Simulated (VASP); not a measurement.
# LaHg (Pm-3m) in VASP: notebook

The runs below take LaHg through single point, with LDA.

Program: VASP 6.6.1. These are calculated values, not measurements. Logs are shortened: lines on timing, memory, paths and dates and some standing lists are left out, and cuts for length are marked.

## 1. The cell of the first run

Symmetry: Pm-3m, No. 221, cubic system. The conventional cell has a = 3.862 Å, b = 3.862 Å, c = 3.862 Å, α = 90.00°, β = 90.00°, γ = 90.00°. La (site symmetry m-3m) has 8 Hg at 3.34 Å and 6 La at 3.86 Å within 4.4 Å. Hg (site symmetry m-3m) has 8 La at 3.34 Å and 6 Hg at 3.86 Å within 4.4 Å.

## 2. Single point, LDA (volume scaled by 1.02)

INCAR reads:

```
SYSTEM = LaHg
  PREC = Accurate
  ENCUT = 500
  EDIFF = 1E-6
  ISMEAR = -1
  SIGMA = 0.08
  LREAL = .FALSE.
  LASPH = .TRUE.
  NELM = 200
  ALGO = Normal
  ISIF = 2
  LWAVE = .FALSE.
  LCHARG = .TRUE.
  GGA = CA
  LELF = .TRUE.
  LVHAR = .TRUE.
  NBANDS = 18
  GGA_COMPAT = .FALSE.
  LMAXMIX = 6
```

KPOINTS reads:

```
Automatic mesh
0
G
  11 11 11
  0 0 0
```

POSCAR reads:

```
LaHg
1.0
    3.8624113366      0.0000000000      0.0000000000
    0.0000000000      3.8624113366      0.0000000000
    0.0000000000      0.0000000000      3.8624113366
La Hg
1 1
Direct
    0.5000000000      0.5000000000      0.5000000000
    0.0000000000      0.0000000000      0.0000000000
```

Potentials or basis: VASP PAW LDA potentials, release 64 (La, Hg).

Command:

```console
$ cat potpaw_LDA.64/La/POTCAR potpaw_LDA.64/Hg/POTCAR > POTCAR
$ mpirun -np 1 vasp_std > vasp.out
```

OUTCAR:

```text
SYSTEM = LaHg
   PREC = Accurate
   ENCUT = 500
   EDIFF = 1E-6
   ISMEAR = -1
   LREAL = .FALSE.
   LASPH = .TRUE.
   NELM = 200
   ISIF = 2
   GGA = CA

 ion  position               nearest neighbor table
   1  0.500  0.500  0.500-   2 3.34   2 3.34   2 3.34   2 3.34   2 3.34   2 3.34   2 3.34   2 3.34

   2  0.000  0.000  0.000-   1 3.34   1 3.34   1 3.34   1 3.34   1 3.34   1 3.34   1 3.34   1 3.34

  LATTYP: Found a simple cubic cell.
 ALAT       =     3.8624113366

  Lattice vectors:

 A1 = (   3.8624113366,   0.0000000000,   0.0000000000)
 A2 = (   0.0000000000,   3.8624113366,   0.0000000000)
 A3 = (   0.0000000000,   0.0000000000,   3.8624113366)

Analysis of symmetry for initial positions (statically):
=====================================================================
 Subroutine PRICEL returns:
 Original cell was already a primitive cell.

 Routine SETGRP: Setting up the symmetry group for a
 simple cubic supercell.

 Subroutine GETGRP returns: Found 48 space group operations
 (whereof 48 operations were pure point group operations)
 out of a pool of 48 trial point group operations.

The static configuration has the point symmetry O_h .

Analysis of symmetry for dynamics (positions and initial velocities):
=====================================================================
 Subroutine PRICEL returns:
 Original cell was already a primitive cell.

 Routine SETGRP: Setting up the symmetry group for a
 simple cubic supercell.

 Subroutine GETGRP returns: Found 48 space group operations
 (whereof 48 operations were pure point group operations)
 out of a pool of 48 trial point group operations.

The dynamic configuration has the point symmetry O_h .

 Subroutine INISYM returns: Found 48 space group operations
 (whereof 48 operations are pure point group operations),
 and found     1 'primitive' translations

----------------------------------------------------------------------------------------

                                     Primitive cell

  volume of cell :      57.6203

  direct lattice vectors                    reciprocal lattice vectors
     3.862411337  0.000000000  0.000000000     0.258905620  0.000000000  0.000000000
     0.000000000  3.862411337  0.000000000     0.000000000  0.258905620  0.000000000
     0.000000000  0.000000000  3.862411337     0.000000000  0.000000000  0.258905620

  length of vectors
     3.862411337  3.862411337  3.862411337     0.258905620  0.258905620  0.258905620

  position of ions in fractional coordinates (direct lattice)
     0.500000000  0.500000000  0.500000000
     0.000000000  0.000000000  0.000000000

  ion indices of the primitive-cell ions
   primitive index   ion index
                 1           1
                 2           2

----------------------------------------------------------------------------------------

 KPOINTS: Automatic mesh

Automatic generation of k-mesh.
 Grid dimensions read from file:
 generate k-points for:   11   11   11

 Generating k-lattice:

  Cartesian coordinates                     Fractional coordinates (reciprocal lattice)
     0.023536875  0.000000000  0.000000000     0.090909091  0.000000000  0.000000000
     0.000000000  0.023536875  0.000000000     0.000000000  0.090909091  0.000000000
     0.000000000  0.000000000  0.023536875     0.000000000  0.000000000  0.090909091

  Length of vectors
     0.023536875  0.023536875  0.023536875

  Shift w.r.t. Gamma in fractional coordinates (k-lattice)
     0.000000000  0.000000000  0.000000000

 Subroutine IBZKPT returns following result:
 ===========================================

 Found     56 irreducible k-points:

 Following reciprocal coordinates:
            Coordinates               Weight
  0.000000  0.000000  0.000000      1.000000
  0.090909  0.000000  0.000000      6.000000
  0.181818  0.000000  0.000000      6.000000
  0.272727  0.000000  0.000000      6.000000
  0.363636  0.000000  0.000000      6.000000
  0.454545  0.000000  0.000000      6.000000
[... 16 lines left out ...]
  0.181818  0.090909  0.090909     24.000000
  0.272727  0.090909  0.090909     24.000000
 [... further k-points ...]
   k-points           NKPTS =     56   k-points in BZ     NKDIM =     56   number of bands    NBANDS=     18
   number of dos      NEDOS =    301   number of ions     NIONS =      2
   total plane-waves  NPLWV =  21952
   dimension x,y,z NGX =    28 NGY =   28 NGZ =   28
   dimension x,y,z NGXF=    56 NGYF=   56 NGZF=   56
   ions per type =               1   1
   NGX,Y,Z   is equivalent  to a cutoff of  12.05, 12.05, 12.05 a.u.
   NGXF,Y,Z  is equivalent  to a cutoff of  24.10, 24.10, 24.10 a.u.
 SYSTEM =  LaHg
   PREC   = accura    normal or accurate (medium, high low for compatibility)
   ISTART =      0    job   : 0-new  1-cont  2-samecut
   ICHARG =      2    charge: 1-file 2-atom 10-const
   ISPIN  =      1    spin polarized calculation?
   LNONCOLLINEAR =      F non collinear calculations
   LSORBIT =      F    spin-orbit coupling
   LASPH  =      T    aspherical Exc in radial PAW
   ENCUT  =  500.0 eV  36.75 Ry    6.06 a.u.   7.04  7.04  7.04*2*pi/ulx,y,z
   NELM   =    200;   NELMIN=  2; NELMDL= -5     # of ELM steps
   EDIFF  = 0.1E-05   stopping-criterion for ELM
   LREAL  =      F    real-space projection
[... 7 lines left out ...]
   TEBEG  =    0.0;   TEEND  =   0.0 temperature during run
   PSTRESS=    0.0 pullay stress
   NELECT =      23.0000    total number of electrons
   NUPDOWN=      -1.0000    fix difference up-down
   EMIN   =  10.00;   EMAX   =-10.00  energy-range for DOS
   EFERMI =   0.00;   METHOD = LEGACY
   ISMEAR =    -1;   SIGMA  =   0.08  broadening in eV -4-tet -1-fermi 0-gaus
   EFERMI_NEDOS =   21; number of points for ismear=-14 and -15
   IALGO  =     38    algorithm
   IMIX   =      4    mixing-type and parameters
     AMIX     =   0.40;   BMIX     =  1.00
     AMIX_MAG =   1.60;   BMIX_MAG =  1.00
  volume/ion in A,a.u.               =      28.81       194.42
  Fermi-wavevector in a.u.,A,eV,Ry     =   1.205384  2.277846 19.768608  1.452952
  Thomas-Fermi vector in A             =   2.341082
   LORBIT       =      0    0 simple, 1 ext, 2 COOP (PROOUT), +10 PAW based schemes
   GGA     = CA    functional components
   LHFCALC =     F    Hartree Fock is set to
   AEXX    =    0.0000 exact exchange contribution
   IVDW    =     0    specifies the selected vdW correction
   LEPSILON=     F    determine dielectric tensor
   LRPA    =     F    only Hartree local field effects (RPA)
 non-spin polarized calculation
  energy-cutoff  :      500.00
  volume of cell :       57.62
 maximum number of plane-waves:      1478
   NGX = 15   NGY = 15   NGZ = 15

 number of electron      22.9999997 magnetization

 Free energy of the ion-electron system (eV)
  ---------------------------------------------------
  ext. energy  EPLUGINS =         0.00000000
  ---------------------------------------------------
  free energy    TOTEN  =        -7.67443492 eV

  energy without entropy =       -7.61565781  energy(sigma->0) =       -7.64504637

 E-fermi :   6.4296     XC(G=0): -10.5616

 val. band max:        6.4291874211   @ k =   0.4545   0.3636   0.0909
 cond. band min:       6.4445307019   @ k =   0.1818   0.0909   0.0000
 fundamental gap:      0.0153432809
 Fermi energy:         6.4296113687

 k-point     1 :       0.0000    0.0000    0.0000
  band No.  band energies     occupation
      1     -26.5416      2.00000
      2     -10.0134      2.00000
      3     -10.0134      2.00000
      4     -10.0134      2.00000
      5      -1.1597      2.00000
      6      -1.1597      2.00000
[... 10 lines left out ...]
     17       7.8585      0.00000
     18       7.8590      0.00000

 k-point     2 :       0.0909    0.0000    0.0000
  band No.  band energies     occupation
      1     -26.5377      2.00000
      2     -10.0734      2.00000
      3     -10.0101      2.00000
      4     -10.0101      2.00000
      5      -1.1508      2.00000
      6      -1.1206      2.00000
[... 10 lines left out ...]
     17       7.8674      0.00000
     18       7.8706      0.00000

 k-point     3 :       0.1818    0.0000    0.0000
  band No.  band energies     occupation
      1     -26.5269      2.00000
      2     -10.2295      2.00000
      3     -10.0011      2.00000
      4     -10.0011      2.00000
      5      -1.1267      2.00000
      6      -1.0172      2.00000
[... 10 lines left out ...]
     17       7.8928      0.00000
     18       7.8952      0.00000

 k-point     4 :       0.2727    0.0000    0.0000
  band No.  band energies     occupation
      1     -26.5128      2.00000
      2     -10.4239      2.00000
      3      -9.9894      2.00000
      4      -9.9894      2.00000
      5      -1.0946      2.00000
      6      -0.8849      2.00000
[... 10 lines left out ...]
     17       7.9270      0.00000
     18       7.9945      0.00000

 k-point     5 :       0.3636    0.0000    0.0000
  band No.  band energies     occupation
      1     -26.4998      2.00000
      2     -10.5939      2.00000
      3      -9.9786      2.00000
      4      -9.9786      2.00000
      5      -1.0647      2.00000
      6      -0.7670      2.00000
[... 10 lines left out ...]
     17       7.9576      0.00000
     18       7.9725      0.00000

 k-point     6 :       0.4545    0.0000    0.0000
  band No.  band energies     occupation
      1     -26.4920      2.00000
      2     -10.6914      2.00000
      3      -9.9721      2.00000
      4      -9.9721      2.00000
      5      -1.0468      2.00000
      6      -0.7520      2.00000
[... 307 lines left out ...]
 k-point    21 :       0.4545    0.4545    0.0000
  band No.  band energies     occupation
      1     -26.4470      2.00000
      2     -10.5448      2.00000
      3     -10.5404      2.00000
      4      -9.8936      2.00000
      5      -1.1000      2.00000
      6      -1.0512      2.00000
[... 10 lines left out ...]
     17       8.1443      0.00000
     18       8.1832      0.00000

 k-point    22 :       0.0909    0.0909    0.0909
  band No.  band energies     occupation
      1     -26.5298      2.00000
      2     -10.0822      2.00000
      3     -10.0562      2.00000
      4     -10.0562      2.00000
      5      -1.0899      2.00000
      6      -1.0899      2.00000
[... 10 lines left out ...]
     17       7.8864      0.00000
     18       7.8876      0.00000

 k-point    23 :       0.1818    0.0909    0.0909
  band No.  band energies     occupation
      1     -26.5192      2.00000
      2     -10.2194      2.00000
      3     -10.0570      2.00000
      4     -10.0469      2.00000
      5      -1.0711      2.00000
      6      -0.9894      2.00000
[... 10 lines left out ...]
     17       7.9132      0.00000
     18       7.9209      0.00000

 k-point    24 :       0.2727    0.0909    0.0909
  band No.  band energies     occupation
      1     -26.5053      2.00000
      2     -10.4079      2.00000
      3     -10.0400      2.00000
      4     -10.0346      2.00000
      5      -1.0461      2.00000
      6      -0.8661      2.00000
[... 10 lines left out ...]
     17       7.9440      0.00000
     18       7.9496      0.00000

 [... further k-points ...]
[... 5 lines left out ...]
  --------------------------------------------------------------------------------------
  -------------------------------------------------------------------------------------
  Total       -1.0005887     -1.0005887     -1.0005887     -0.0000000      0.0000000     -0.0000000
  in kB      -27.8221442    -27.8221442    -27.8221442     -0.0000000      0.0000000     -0.0000000
  external PRESSURE =     -27.8221442 kB  Pullay stress =       0.0000000 kB

 VOLUME and BASIS-vectors are now :
 -----------------------------------------------------------------------------
  energy-cutoff  :      500.00
  volume of cell :       57.62
      direct lattice vectors                 reciprocal lattice vectors
     3.862411337  0.000000000  0.000000000     0.258905620  0.000000000  0.000000000
     0.000000000  3.862411337  0.000000000     0.000000000  0.258905620  0.000000000
     0.000000000  0.000000000  3.862411337     0.000000000  0.000000000  0.258905620

 POSITION                                       TOTAL-FORCE (eV/Angst)
 -----------------------------------------------------------------------------------
      1.93121      1.93121      1.93121         0.000000      0.000000      0.000000
      0.00000      0.00000      0.00000         0.000000      0.000000      0.000000
 -----------------------------------------------------------------------------------
    total drift:                               -0.000000      0.000000      0.000000

  FREE ENERGIE OF THE ION-ELECTRON SYSTEM (eV)
  ---------------------------------------------------
  free  energy   TOTEN  =        -7.6744349230 eV

  energy  without entropy=       -7.6156578103  energy(sigma->0) =       -7.64504637
```

Run time: 26 s. Hardware: 1 thread of Intel Xeon 6975P-C (Granite Rapids), shared host; peak memory 0.2 GiB.

Results:

```
Free energy : -7.6744 eV
Pressure    : -2.8 GPa
```

Caveat: the cell differs from its parent crystal (volume scaled by 1.02); spin-orbit coupling is left out, which moves the levels of the heavy elements.

## 3. Single point, LDA (volume scaled by 1.06)

INCAR reads:

```
SYSTEM = LaHg
PREC = Accurate ; ENCUT = 500
EDIFF = 1E-6 ; ISMEAR = -1
SIGMA = 0.08 ; LREAL = .False.
LASPH = .True. ; NELM = 200
ALGO = Normal ; ISIF = 2
LWAVE = .False. ; LCHARG = .False.
NBANDS = 18 ; GGA_COMPAT = .False.
LMAXMIX = 6
```

KPOINTS reads:

```
regular mesh
0
Gamma
  11 11 11
  0 0 0
```

POSCAR reads:

```
LaHg
1.0
    3.9122543996      0.0000000000      0.0000000000
    0.0000000000      3.9122543996      0.0000000000
    0.0000000000      0.0000000000      3.9122543996
La Hg
1 1
Direct
    0.5000000000      0.5000000000      0.5000000000
    0.0000000000      0.0000000000      0.0000000000
```

Potentials or basis: VASP PAW LDA potentials, release 64 (La, Hg).

Command:

```console
$ cat potpaw_LDA.64/La/POTCAR potpaw_LDA.64/Hg/POTCAR > POTCAR
$ mpirun -np 1 vasp_std > vasp.out
```

Run time: 31 s. Hardware: 1 thread of Intel Xeon 6975P-C (Granite Rapids), shared host; peak memory 0.21 GiB.

Results (log left out):

```yaml
Free_energy: -7.6228 eV
Pressure: -4.6 GPa
```

Levels at points of the mesh, in eV from the Fermi level:
```
           k point  band 9  band 10  band 11  band 12  band 13  band 14  band 15  band 16
(0.00, 0.00, 0.00)   -7.09    -6.88    -0.04    -0.04     1.24     1.24     1.24     1.34
```

Caveat: the cell differs from its parent crystal (volume scaled by 1.06); spin-orbit coupling is left out, which moves the levels of the heavy elements.

## 4. Single point, LDA

This run uses another cell than the first one, of 28.25 Å³/atom, 0.980 times its volume.

INCAR reads:

```
PREC = Accurate ; ENCUT = 520
EDIFF = 1E-6 ; ISMEAR = -1
SIGMA = 0.08 ; LREAL = False
LASPH = True ; NELM = 60
ALGO = Normal ; ISIF = 2
LWAVE = False ; LCHARG = False
NBANDS = 18
```

KPOINTS reads:

```
regular mesh
0
Gamma
  11 11 11
```

POSCAR reads:

```
LaHg
1.0
    3.8370000000      0.0000000000      0.0000000000
    0.0000000000      3.8370000000      0.0000000000
    0.0000000000      0.0000000000      3.8370000000
La Hg
1 1
Direct
    0.5000000000      0.5000000000      0.5000000000
    0.0000000000      0.0000000000      0.0000000000
```

Command:

```console
$ cat potpaw_LDA.64/La/POTCAR potpaw_LDA.64/Hg/POTCAR > POTCAR
$ mpirun -np 1 vasp_std > vasp.out
```

Wall time 51 s (1 thread of Intel Xeon Platinum 8375C at 2.90GHz (Ice Lake), shared host); peak memory 0.21 GiB.

It converged, with:

```yaml
Free_energy: -7.6901 eV
Pressure: -1.7 GPa
```

Levels at points of the mesh, in eV from the Fermi level:
| k point | band 9 | band 10 | band 11 | band 12 | band 13 | band 14 |
| --- | --- | --- | --- | --- | --- | --- |
| (0.00, 0.00, 0.00) | -7.22 | -7.10 | -0.05 | -0.05 | 1.37 | 1.37 |

Caveat: spin-orbit coupling is left out, which moves the levels of the heavy elements.

## 5. Summary

| cell | cutoff (eV) | gap on the mesh (eV) | pressure (GPa) |
| --- | --- | --- | --- |
| a = 3.862 Å, 2 atoms | 500 | none | -2.8 |
| a = 3.912 Å, 2 atoms | 500 | none | -4.6 |
| a = 3.837 Å, 2 atoms | 520 | none | -1.7 |

Alike in all rows: task single point; level LDA; potentials or basis VASP PAW LDA potentials, release 64 (La, Hg); no spin polarisation; k mesh 11 × 11 × 11; smearing fermi-dirac 0.08 eV.

Caveats: spin-orbit coupling is left out, which moves the levels of the heavy elements.

Total energies depend on the potentials used, so only differences within one code and one set of settings carry meaning.
